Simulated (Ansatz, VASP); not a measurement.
SiO2 in VASP and in Ansatz

```xyz
12
Lattice="-4.4720 4.4720 2.6118 4.4720 -4.4720 2.6118 4.4720 4.4720 -2.6118" Properties=species:S:1:pos:R:3 pbc="T T T"
Si    2.8899    2.8899    2.6118
Si    2.8899   -2.8899    2.6118
Si   -2.8899    2.8899    2.6118
Si    1.5821    1.5821    0.0000
O     7.0788    0.0000    0.0000
O     0.0000    1.8653    0.0000
O     0.0000    7.0788    0.0000
O     1.8653    0.0000    0.0000
O     2.2360    2.2360   -1.3059
O    -2.2360    2.2360    1.3059
O     2.2360   -2.2360    1.3059
O     2.2360    2.2360    1.3059
```

Alike in both runs: task single point; functional PBE; k mesh 6 × 6 × 6; occupations fermi-dirac, width 0.05 eV; no spin polarisation.

```csv
,VASP,Ansatz
version,VASP 6.6.1,Ansatz 0.2.0
potentials or method,"VASP PAW PBE potentials, release 64 (Si, O), cutoff 520 eV",Ansatz PAW
valence electrons in the cell,64,64
```

Ansatz gave:

```
gap on the k mesh at the Fermi level (eV)                     : 5.46
least direct gap on the mesh (eV)                             : 5.46
pressure (GPa)                                                : 3.7
traceless stress, the component that is largest in VASP (GPa) : 0.15
rms of the force components (eV/Å)                            : 0.074
```

Task: Which values does VASP return?

Result: gap on the k mesh at the Fermi level (eV): 5.45; least direct gap on the mesh (eV): 5.46; pressure (GPa): 3.7; traceless stress, the component that is largest in VASP (GPa): 0.13; rms of the force components (eV/Å): 0.068.

Atom by atom the forces differ by 0.010 eV/Å (rms over components). The functional is the same, so the differences come from potentials, cutoffs and numerics.
